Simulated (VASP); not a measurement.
Input of a VASP 6.6.1 run:

INCAR

```
PREC = Accurate
ENCUT = 520
EDIFF = 1E-6
ISMEAR = -1
SIGMA = 0.05
LREAL = Auto
LASPH = True
NELM = 60
ALGO = Normal
ISIF = 2
LWAVE = False
LCHARG = True
GGA = PE
LELF = True
LVHAR = True
ISYM = 0
NBANDS = 110
```

File KPOINTS:

```
Automatic mesh
0
Gamma
  1 1 1
  0.25 0.25 0.25
```

POSCAR

```
Zr2Nb3Cu3
1.0
    6.8185840000      0.0521060000     -0.0543080000
    0.0521060000      6.6479630000     -0.2149050000
   -0.0543080000     -0.2149050000      6.4861440000
Nb Cu Zr
6 6 4
Direct
    0.8101597454      0.8301221418      0.2810565961
    0.0564818027      0.5326071470      0.4624538636
    0.8129630371      0.8486650808      0.7214830207
    0.0582012833      0.0460426704      0.0267076395
    0.2592360257      0.8118435201      0.7119491676
    0.8056252070      0.3194394930      0.2095429947
    0.2762224553      0.3247743885      0.7734718392
    0.0849914710      0.0978681011      0.4636517569
    0.6013684570      0.6130012293      0.9484860569
    0.3172907223      0.3397410854      0.1891064217
    0.9870847991      0.5914248820      0.9569566703
    0.5348572544      0.0339204682      0.9810999734
    0.4741605000      0.1072698546      0.4824998545
    0.8436787808      0.2881510585      0.7163039566
    0.2934815686      0.7532586097      0.1906168655
    0.5598415740      0.5484229082      0.4956529953
```

Potentials or basis: VASP PAW PBE potentials, release 64 (Nb_sv, Cu, Zr_sv).

Launch:

```sh
$ cat potpaw_PBE.64/Nb_sv/POTCAR potpaw_PBE.64/Cu/POTCAR potpaw_PBE.64/Zr_sv/POTCAR > POTCAR
$ mpirun -np 1 vasp_std > vasp.out
```

(1) Estimate the pressure.

(2) Predict the band gap on the k mesh.

(3) What does it give for the largest force?

## Answers

(1) -5.9 GPa.

(2) 0.18 eV.

(3) 0.980 eV/Å.

Caveat: the k points lie up to 0.97 Å⁻¹ apart.
